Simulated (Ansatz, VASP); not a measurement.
Br in VASP and in Ansatz

```xyz
2
Lattice="0.0000 3.5590 3.5590 3.5590 0.0000 3.5590 3.5590 3.5590 0.0000" Properties=species:S:1:pos:R:3 pbc="T T T"
Br    0.0000    0.0000    0.0000
Br    1.7795    1.7795    1.7795
```

Change from the starting cell: volume scaled by 1.05, crystal datasets.

Alike in both runs: task electric field gradients; functional PBE; k mesh 14 × 14 × 14; occupations fermi-dirac, width 0.05 eV; no spin polarisation.

|  | VASP | Ansatz |
| --- | --- | --- |
| version | VASP 6.6.1 | Ansatz 0.2.0 |
| potentials or method | VASP PAW PBE potentials, release 64 (Br), cutoff 520 eV | all-electron PAW with datasets made for the crystal, scalar-relativistic |

```tsv
	VASP	Ansatz	Ansatz less VASP
pressure (GPa)	-0.6	-0.6	0.00
```

Ansatz ran all-electron here, and VASP with PAW potentials.
